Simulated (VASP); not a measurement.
Crystal: AgBr.

```
Ag Br
1.0
     0.00000    2.92166    2.92166
     2.92166    0.00000    2.92166
     2.92166    2.92166    0.00000
Ag Br
1 1
Cartesian
  0.0000 0.0000 0.0000
  2.9217 2.9217 2.9217
```

| Item | Value |
| --- | --- |
| Program | VASP 6.6.1 |
| Task | relaxation of cell and atoms |
| Functional | LDA |
| Potentials or basis | VASP PAW LDA potentials, release 64 (Ag, Br) |
| Cutoff | 500 eV |
| k mesh | 8 × 8 × 8 |
| Occupations | fermi-dirac, width 0.02 eV |
| Spin | no spin polarisation |

At the start: pressure -6.0 GPa; volume 24.94 Å³/atom.

**Question.** How do energy, volume and symmetry change on relaxing?

**Answer.** Over 3 steps the energy falls by 67.6 meV/atom and the volume is 21.79 Å³/atom (-12.6 %); space group Fm-3m (No. 225, to 0.05 Å).

Step by step:
```csv
step,energy change (eV),largest force (eV/Å),pressure (GPa),volume (Å³)
1,0.0000,0.0000,-5.96,49.88
2,-0.1351,0.0000,0.15,43.48
3,-0.1351,0.0000,0.00,43.58
```

Final structure:
```
CELL_PARAMETERS angstrom
0.00000 2.79310 2.79310
2.79310 0.00000 2.79310
2.79310 2.79310 0.00000
ATOMIC_POSITIONS crystal
Ag 0.00000 0.00000 0.00000
Br 0.50000 0.50000 0.50000
```

Caveat: the volume moved by -13 % from the deposited cell, more than functionals usually miss.
